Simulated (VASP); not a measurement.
TaWC2:

```
CELL_PARAMETERS angstrom
1.57186 0.90751 5.10162
-1.57186 0.90751 5.10162
0.00000 -1.81502 5.10162
ATOMIC_POSITIONS crystal
W 0.00000 0.00000 0.00000
Ta 0.50000 0.50000 0.50000
C 0.25093 0.25093 0.25093
C 0.74907 0.74907 0.74907
```

Base run:

```yaml
Program: VASP 6.6.1
Functional: LDA
Potentials_or_basis: VASP PAW LDA potentials, release 64 (W_sv, Ta_pv, C)
Cutoff: 520 eV
k_mesh: 10 × 10 × 10
Occupations: fermi-dirac, width 0.05 eV
Spin: no spin polarisation
Hubbard_terms: Ta d U = 8.0 eV, W d U = 8.0 eV
```

Its results: band gap on the k mesh zero (an odd number of electrons rules out a gap without spin polarisation); pressure 5.2 GPa; largest force 0.016 eV/Å.

Question: The run is repeated on the same cell with these changes: hubbard terms from Ta d U = 8.0 eV, W d U = 8.0 eV to none. What comes out?

Answer: Band gap on the k mesh zero (an odd number of electrons rules out a gap without spin polarisation); pressure -14.9 GPa; largest force 0.083 eV/Å.

Caveats: spin-orbit coupling is left out, which moves the levels of the heavy elements; the cell stands under pressure (at least some runs); U without spin polarisation on a metal has little footing (at least some runs); the U is typed as a test and isn't derived for this compound (at least some runs); the cell stands under tension (at least some runs).
